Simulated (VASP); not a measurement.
Crystal: SnTe.

```
Sn Te
1.0
    -0.03227   -4.48951    0.07325
     2.29061   -2.17664   -3.25524
     6.72023   -2.24833    3.19894
Sn Te
2 2
Cartesian
  4.5608 -4.4063 -1.9432
  6.6039 -6.7155 1.3373
  2.4173 -2.1557 -2.0101
  4.3980 -4.5255 1.0202
```

```yaml
Program: VASP 6.6.1
Task: relaxation of cell and atoms
Functional: PBE
Potentials_or_basis: VASP PAW PBE potentials, release 64 (Sn_d, Te)
Cutoff: 600 eV
k_mesh: 4 × 4 × 4
Occupations: gaussian, width 0.1 eV
Spin: no spin polarisation
```

At the start: pressure 0.6 GPa; volume 33.07 Å³/atom.

Problem. How do energy, volume and symmetry change on relaxing?

Solution. Over 41 steps the energy falls by 48.1 meV/atom and the volume is 33.66 Å³/atom (+1.8 %); space group R3m (No. 160, to 0.05 Å).

Step by step:
```csv
step,energy change (eV),largest force (eV/Å),pressure (GPa),volume (Å³)
1,0.0000,0.7976,0.56,132.26
3,-0.1151,0.3470,-1.09,137.39
5,-0.1607,0.1375,0.26,132.43
7,-0.1648,0.1295,-0.03,133.36
9,-0.1690,0.0587,-0.12,133.71
11,-0.1702,0.0744,0.13,132.87
13,-0.1713,0.0548,0.03,133.21
15,-0.1725,0.0486,-0.06,133.49
17,-0.1735,0.0531,0.02,133.30
19,-0.1755,0.1084,0.24,132.77
21,-0.1776,0.1311,0.19,133.23
23,-0.1782,0.1471,0.15,133.57
25,-0.1814,0.1208,-0.12,134.80
27,-0.1819,0.1057,-0.29,135.60
29,-0.1854,0.0824,-0.08,135.29
31,-0.1857,0.1014,0.01,135.17
33,-0.1871,0.0602,-0.02,135.20
35,-0.1891,0.0465,-0.01,135.10
37,-0.1894,0.0871,0.04,134.61
39,-0.1921,0.0359,0.01,134.75
41,-0.1924,0.0234,0.04,134.65
```

Final structure:
```xyz
4
Lattice="-0.0020 -4.5235 -0.0002 2.2630 -2.2610 -3.2041 6.9506 -2.2603 3.3098" Properties=species:S:1:pos:R:3 pbc="T T T"
Sn    4.7036   -4.5193   -1.8832
Sn    7.0481   -6.7853    1.3801
Te    2.1537   -2.2660   -2.0803
Te    4.4976   -4.5188    1.1791
```
